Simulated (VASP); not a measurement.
A run of VASP 6.6.1:

Contents of INCAR:

```
SYSTEM = KF
PREC = Accurate
ENCUT = 520
EDIFF = 1E-6
ISMEAR = 0
SIGMA = 0.01
LREAL = .FALSE.
LASPH = .TRUE.
NELM = 60
ALGO = Normal
ISIF = 2
LWAVE = .FALSE.
LCHARG = .FALSE.
GGA = CA
NBANDS = 24
```

Contents of KPOINTS:

```
regular mesh
0
G
  12 12 4
  0 0 0
```

Contents of POSCAR:

```
KF
1.0
    3.6599340438      0.0000000000      0.0000000000
   -1.8299670219      3.1695958582      0.0000000000
    0.0000000000      0.0000000000      6.4788100681
K F
2 2
Direct
    0.0000000000      0.0000000000      0.0000000000
    0.0000000000      0.0000000000      0.5000000000
    0.3333333333      0.6666666667      0.2500000000
    0.6666666667      0.3333333333      0.7500000000
```

Potentials or basis: VASP PAW LDA potentials, release 64 (K_sv, F).

The run is started by

```bash
$ cat potpaw_LDA.64/K_sv/POTCAR potpaw_LDA.64/F/POTCAR > POTCAR
$ mpirun -np 1 vasp_std > vasp.out
```

Hardware: 1 thread of AMD EPYC 9R45 96-Core Processor (Zen 5), with other jobs on the host.

Question: Estimate the wall time of this run.

Answer: Run time: 42 s on 1 thread of AMD EPYC 9R45 96-Core Processor (Zen 5), on a shared host, peak memory 0.18 GiB. Counts: scf iterations 13, k points 57.
